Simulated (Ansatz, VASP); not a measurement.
## Rh in VASP and in Ansatz

```
Rh
1.0
     2.65426    0.00000    0.00000
    -1.32713    2.29866    0.00000
     0.00000    0.00000   25.83597
Rh
6
Direct
  0.66667 0.33333 0.29214
  0.33333 0.66667 0.37435
  0.00000 0.00000 0.45773
  0.66667 0.33333 0.54227
  0.33333 0.66667 0.62565
  0.00000 0.00000 0.70786
```

Alike in both runs: functional LDA; k mesh 15 × 15 × 1; occupations gaussian, width 0.1 eV; no spin polarisation.

Ansatz relaxed the structure, and its values are those at the end. VASP's run is a single point on that final structure, the one shown.

|  | VASP | Ansatz |
| --- | --- | --- |
| version | VASP 6.6.1 | Ansatz 0.2.0 |
| potentials or method | VASP PAW LDA potentials, release 64 (Rh_pv), cutoff 520 eV | scalar-relativistic, plane waves, PAW |
| valence electrons in the cell | 90 | 102 |

Ansatz gave:

| Quantity | Value |
| --- | --- |
| gap on the k mesh at the Fermi level (eV) | none |
| rms of the force components (eV/Å) | 0.004 |
| work function, face that differs most (eV) | 5.53 |

Question: Estimate VASP's values.

Answer: gap on the k mesh at the Fermi level (eV): none; rms of the force components (eV/Å): 0.016; work function, face that differs most (eV): 5.53.

LDA's correlation is that of Perdew and Zunger in VASP and of Perdew and Wang (1992) in Ansatz. A gap of «none» marks a metal or a gap that the smearing closes. VASP's potentials hold 90 valence electrons a cell and Ansatz's 102, so a difference there can come from the potentials and not from the codes. Ansatz's warnings: xc potential rough in thin density.
